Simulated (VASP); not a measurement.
# MnO (R-3m) in VASP: further runs, part 2 of 2

VASP 6.6.1. Earlier steps stand in the parts before.

## Step 3: Single point, r2SCAN, collinear spin, antiferromagnetic start (10.53 Å³/atom)

This run uses another cell than the first one, of 10.53 Å³/atom.

Contents of POSCAR:

```
MnO
1.0
    1.5665830747     -0.9044671566      4.9525980741
    0.0000000000      1.8089343230      4.9525980723
   -1.5665830747     -0.9044671566      4.9525980741
Mn O
2 2
Direct
    0.5000000000      0.5000000000     -0.5000000000
    1.0000000000      1.0000000000      0.0000000000
    0.2499999999      0.2499999999      0.2499999999
    0.7500000001      0.7500000001      0.7500000001
```

Contents of INCAR.step1:

```
SYSTEM = MnO
PREC = Accurate ; ENCUT = 520
ISMEAR = 0 ; SIGMA = 0.05
LREAL = .FALSE. ; LASPH = .TRUE.
NELM = 150 ; ISPIN = 2
MAGMOM = 4.59 -4.59 0 0 ; LMAXMIX = 4
NBANDS = 31 ; GGA = PE
ALGO = Normal ; EDIFF = 1E-4
LWAVE = .TRUE. ; LCHARG = .FALSE.
```

Contents of INCAR.step2:

```
SYSTEM = MnO
PREC = Accurate ; ENCUT = 520
EDIFF = 1E-6 ; ISMEAR = 0
SIGMA = 0.05 ; LREAL = .FALSE.
LASPH = .TRUE. ; NELM = 150
ALGO = Normal ; ISIF = 2
LWAVE = .FALSE. ; LCHARG = .FALSE.
ISPIN = 2 ; MAGMOM = 4.59 -4.59 0 0
LORBIT = 11 ; LMAXMIX = 4
METAGGA = R2SCAN ; LMIXTAU = .TRUE.
NBANDS = 31 ; ISTART = 1
```

Contents of KPOINTS:

```
regular mesh
0
G
  8 8 8
  0 0 0
```

Potentials or basis: VASP PAW PBE potentials, release 64 (Mn_pv, O).

Run with:

```sh
$ cat potpaw_PBE.64/Mn_pv/POTCAR potpaw_PBE.64/O/POTCAR > POTCAR
$ cp INCAR.step1 INCAR
$ mpirun -np 1 vasp_std > vasp.out
$ cp INCAR.step2 INCAR
$ mpirun -np 1 vasp_std > vasp.out
```

OUTCAR:

```text
SYSTEM = MnO
   PREC = Accurate
   ENCUT = 520
   EDIFF = 1E-6
   ISMEAR = 0
   LREAL = .FALSE.
   LASPH = .TRUE.
   NELM = 150
   ISIF = 2
   ISPIN = 2
   LORBIT = 11
   METAGGA = R2SCAN
   ISTART = 1

 ion  position               nearest neighbor table
   1  0.500  0.500  0.500-   3 2.19   4 2.19   3 2.19   4 2.19   3 2.19   4 2.19   2 3.07   2 3.07
                             2 3.07   2 3.07   2 3.07   2 3.07
   2  0.000  0.000  0.000-   4 2.19   3 2.19   4 2.19   3 2.19   4 2.19   3 2.19   1 3.07   1 3.07
                             1 3.07   1 3.07   1 3.07   1 3.07
   3  0.250  0.250  0.250-   1 2.19   1 2.19   1 2.19   2 2.19   2 2.19   2 2.19
   4  0.750  0.750  0.750-   1 2.19   1 2.19   1 2.19   2 2.19   2 2.19   2 2.19

  LATTYP: Found a trigonal (rhomboedric) cell.
 ALAT       =     5.2726152003
 COS(alpha) =     0.8234430974

  Lattice vectors:

 A1 = (   1.5665830747,  -0.9044671566,   4.9525980741)
 A2 = (   0.0000000000,   1.8089343230,   4.9525980723)
 A3 = (  -1.5665830747,  -0.9044671566,   4.9525980741)

Analysis of symmetry for initial positions (statically):
=====================================================================
 Subroutine PRICEL returns following result:

  LATTYP: Found a trigonal (rhomboedric) cell.
 ALAT       =     3.0666431636
 COS(alpha) =     0.4780722747
[... 12 lines left out ...]
 Subroutine GETGRP returns: Found 12 space group operations
 (whereof 12 operations were pure point group operations)
 out of a pool of 12 trial point group operations.

The static configuration has the point symmetry D_3d.

Analysis of symmetry for dynamics (positions and initial velocities):
=====================================================================
 Subroutine PRICEL returns following result:

  LATTYP: Found a trigonal (rhomboedric) cell.
 ALAT       =     3.0666431636
 COS(alpha) =     0.4780722747
[... 12 lines left out ...]
 Subroutine GETGRP returns: Found 12 space group operations
 (whereof 12 operations were pure point group operations)
 out of a pool of 12 trial point group operations.

The dynamic configuration has the point symmetry D_3d.

Analysis of structural, dynamic, and magnetic symmetry:
=====================================================================
 Subroutine PRICEL returns following result:

  LATTYP: Found a trigonal (rhomboedric) cell.
 ALAT       =     3.0666431636
 COS(alpha) =     0.4780722747
[... 12 lines left out ...]
 Subroutine GETGRP returns: Found 12 space group operations
 (whereof 12 operations were pure point group operations)
 out of a pool of 12 trial point group operations.

The overall configuration has the point symmetry D_3d.

 Subroutine INISYM returns: Found 12 space group operations
 (whereof 12 operations are pure point group operations),
 and found     2 'primitive' translations

----------------------------------------------------------------------------------------

                                     Primitive cell

  volume of cell :      21.0523

  direct lattice vectors                    reciprocal lattice vectors
     1.566583075  0.904467161  2.476299036     0.319165966  0.184270556  0.134609483
    -1.566583075  0.904467162  2.476299036    -0.319165966  0.184270556  0.134609483
     0.000000000 -1.808934318  2.476299038    -0.000000000 -0.368541112  0.134609483

  length of vectors
     3.066643164  3.066643164  3.066643164     0.392354769  0.392354769  0.392354769

  position of ions in fractional coordinates (direct lattice)
[... 77 lines left out ...]
   ENCUT  =  520.0 eV  38.22 Ry    6.18 a.u.   9.80  9.80  9.80*2*pi/ulx,y,z
   NELM   =    150;   NELMIN=  2; NELMDL=  0     # of ELM steps
   EDIFF  = 0.1E-05   stopping-criterion for ELM
   LREAL  =      F    real-space projection
   EDIFFG = 0.1E-04   stopping-criterion for IOM
   NSW    =      0    number of steps for IOM
   IBRION =     -1    ionic relax: 0-MD 1-quasi-New 2-CG
   NFREE  =      0    steps in history (QN), initial steepest desc. (CG)
   ISIF   =      2    stress and relaxation
   ISYM   =      2    0-nonsym 1-usesym 2-fastsym
   POTIM  = 0.5000    time-step for ionic-motion
   TEBEG  =    0.0;   TEEND  =   0.0 temperature during run
   PSTRESS=    0.0 pullay stress
   NELECT =      38.0000    total number of electrons
   NUPDOWN=      -1.0000    fix difference up-down
   EMIN   =  10.00;   EMAX   =-10.00  energy-range for DOS
   EFERMI =   0.00;   METHOD = LEGACY
   ISMEAR =     0;   SIGMA  =   0.05  broadening in eV -4-tet -1-fermi 0-gaus
   EFERMI_NEDOS =   21; number of points for ismear=-14 and -15
   IALGO  =     38    algorithm
   IMIX   =      4    mixing-type and parameters
     AMIX     =   0.40;   BMIX     =  1.00
     AMIX_MAG =   1.60;   BMIX_MAG =  1.00
  volume/ion in A,a.u.               =      10.53        71.03
  Fermi-wavevector in a.u.,A,eV,Ry     =   1.582071  2.989680 34.054664  2.502947
  Thomas-Fermi vector in A             =   2.682050
   LORBIT       =     11    0 simple, 1 ext, 2 COOP (PROOUT), +10 PAW based schemes
   METAGGA = R2SCAN    functional components
   LHFCALC =     F    Hartree Fock is set to
   AEXX    =    0.0000 exact exchange contribution
   IVDW    =     0    specifies the selected vdW correction
   LEPSILON=     F    determine dielectric tensor
   LRPA    =     F    only Hartree local field effects (RPA)
 spin polarized calculation
 Gauss-broadening in eV      SIGMA  =   0.05
  energy-cutoff  :      520.00
  volume of cell :       42.10
 maximum number of plane-waves:      1147
   NGX = 19   NGY = 19   NGZ = 19

 number of electron      37.9999997 magnetization       0.0000000

 number of electron      37.9999997 magnetization      -0.0000000

 Free energy of the ion-electron system (eV)
  ---------------------------------------------------
  ext. energy  EPLUGINS =         0.00000000
  ---------------------------------------------------
  free energy    TOTEN  =       -49.19629195 eV

  energy without entropy =      -49.19629195  energy(sigma->0) =      -49.19629195

 E-fermi :   7.1633     XC(G=0): -12.8118

 val. band max:        6.9653446115   @ k =   0.5000   0.5000   0.5000
 cond. band min:       8.7412285654   @ k =   0.0000   0.0000   0.0000
 fundamental gap:      1.7758839539
 Fermi energy:         7.1632884936

 spin component 1

 k-point     1 :       0.0000    0.0000    0.0000
  band No.  band energies     occupation
      1     -44.7569      1.00000
      2     -44.6956      1.00000
      3     -44.6956      1.00000
      4     -38.5094      1.00000
      5     -38.4481      1.00000
      6     -38.4481      1.00000
[... 805 lines left out ...]
     30      22.3563      0.00000
     31      22.4932      0.00000

 [... further k-points ...]

 spin component 2

 k-point     1 :       0.0000    0.0000    0.0000
  band No.  band energies     occupation
      1     -44.7569      1.00000
      2     -44.6956      1.00000
      3     -44.6956      1.00000
      4     -38.5094      1.00000
      5     -38.4481      1.00000
      6     -38.4481      1.00000
[... 805 lines left out ...]
     30      22.3563      0.00000
     31      22.4932      0.00000

 [... further k-points ...]
[... 5 lines left out ...]
  --------------------------------------------------------------------------------------
  -------------------------------------------------------------------------------------
  Total        0.9851683      0.9851683      0.9531479     -0.0000000     -0.0000000     -0.0000000
  in kB       37.4878435     37.4878435     36.2693934     -0.0000000     -0.0000000     -0.0000000
  external PRESSURE =      37.0816934 kB  Pullay stress =       0.0000000 kB

 VOLUME and BASIS-vectors are now :
 -----------------------------------------------------------------------------
  energy-cutoff  :      520.00
  volume of cell :       42.10
      direct lattice vectors                 reciprocal lattice vectors
     1.566583075 -0.904467157  4.952598074     0.319165966 -0.184270556  0.067304742
     0.000000000  1.808934323  4.952598072     0.000000000  0.368541113  0.067304741
    -1.566583075 -0.904467157  4.952598074    -0.319165966 -0.184270556  0.067304742

 POSITION                                       TOTAL-FORCE (eV/Angst)
 -----------------------------------------------------------------------------------
      0.00000      0.00000      7.42890         0.000000     -0.000000     -0.000000
      0.00000      0.00000      0.00000        -0.000000      0.000000     -0.000000
      0.00000      0.00000      3.71445        -0.000000     -0.000000      0.000000
      0.00000      0.00000     11.14335        -0.000000     -0.000000      0.000000
 -----------------------------------------------------------------------------------
    total drift:                               -0.000000      0.000000      0.000000

  FREE ENERGIE OF THE ION-ELECTRON SYSTEM (eV)
  ---------------------------------------------------
  free  energy   TOTEN  =       -49.1962919523 eV

  energy  without entropy=      -49.1962919523  energy(sigma->0) =      -49.19629195

 total charge

# of ion       s       p       d       tot
------------------------------------------
    1        0.214   6.184   4.989  11.387
    2        0.214   6.184   4.989  11.387
    3        1.562   3.483   0.000   5.044
    4        1.562   3.483   0.000   5.044
--------------------------------------------------
tot          3.550  19.333   9.979  32.862

 magnetization (x)

# of ion       s       p       d       tot
------------------------------------------
    1        0.013   0.016   4.404   4.433
    2       -0.013  -0.016  -4.404  -4.433
    3        0.000   0.000   0.000   0.000
    4        0.000   0.000   0.000   0.000
--------------------------------------------------
tot          0.000   0.000   0.000   0.000
```

Run time: 9.5 min. Hardware: 1 thread of Intel Xeon 6975P-C (Granite Rapids), shared host; peak memory 0.38 GiB.

Results:

```yaml
Free_energy: -49.1963 eV
Pressure: 3.7 GPa
Band_gap_on_the_k_mesh: 1.78 eV
Net_moment: 0.00 μB per cell
Site_moments: Mn +4.43, -4.43; O +0.00 μB
Valence_electrons_inside_the_program's_atomic_spheres: Mn 11.39; O 5.04
```

Caveat: the cell stands under pressure; the PAW data sets were made with another functional, which shifts forces and pressure a little. A k mesh can miss the band edges.
